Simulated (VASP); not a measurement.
Set up this calculation in VASP 6.6.1, as the native input.

```
Task                   : single point
Functional             : r2SCAN
Potentials or basis    : VASP PAW PBE potentials, release 64 (V_sv, H)
Cutoff                 : 520 eV
k mesh                 : 16 × 16 × 16
Occupations            : fermi-dirac, width 0.08 eV
Spin                   : no spin polarisation
Dipole correction      : no
Further INCAR settings : ALGO = Normal; EDIFF = 1e-06; NBANDS = 14
```

The system is VH.

```
V H
1.0
     0.00000    1.96154    1.96154
     1.96154    0.00000    1.96154
     1.96154    1.96154    0.00000
V H
1 1
Direct
  0.00000 0.00000 0.00000
  0.50000 0.50000 0.50000
```

One way to write it, as run:

POSCAR

```
VH
1.0
    0.0000000000      1.9615387646      1.9615387646
    1.9615387646      0.0000000000      1.9615387646
    1.9615387646      1.9615387646      0.0000000000
V H
1 1
Direct
    0.0000000000      0.0000000000      0.0000000000
    0.5000000000      0.5000000000      0.5000000000
```

INCAR.step1

```
SYSTEM = VH
PREC = Accurate
ENCUT = 520
ISMEAR = -1
SIGMA = 0.08
LREAL = .FALSE.
LASPH = .TRUE.
NELM = 60
NBANDS = 14
GGA = PE
ALGO = Normal
EDIFF = 1E-4
LWAVE = .TRUE.
LCHARG = .FALSE.
```

INCAR.step2

```
SYSTEM = VH
PREC = Accurate
ENCUT = 520
EDIFF = 1E-6
ISMEAR = -1
SIGMA = 0.08
LREAL = .FALSE.
LASPH = .TRUE.
NELM = 60
ALGO = Normal
ISIF = 2
LWAVE = .FALSE.
LCHARG = .FALSE.
METAGGA = R2SCAN
LMIXTAU = .TRUE.
NBANDS = 14
ISTART = 1
```

KPOINTS

```
Automatic mesh
0
G
  16 16 16
  0 0 0
```

Potentials or basis: VASP PAW PBE potentials, release 64 (V_sv, H).

Run with:

```bash
$ cat potpaw_PBE.64/V_sv/POTCAR potpaw_PBE.64/H/POTCAR > POTCAR
$ cp INCAR.step1 INCAR
$ mpirun -np 1 vasp_std > vasp.out
$ cp INCAR.step2 INCAR
$ mpirun -np 1 vasp_std > vasp.out
```

Results of the run:

- Pressure: 0.7 GPa
- Band gap on the k mesh: zero (bands 7 and 8 overlap by 1.97 eV)

Caveat: the PAW data sets were made with another functional, which shifts forces and pressure a little.

Run time: 2.6 min on 1 thread of Intel Xeon 8259CL, with other jobs on the host, peak memory 0.17 GiB.
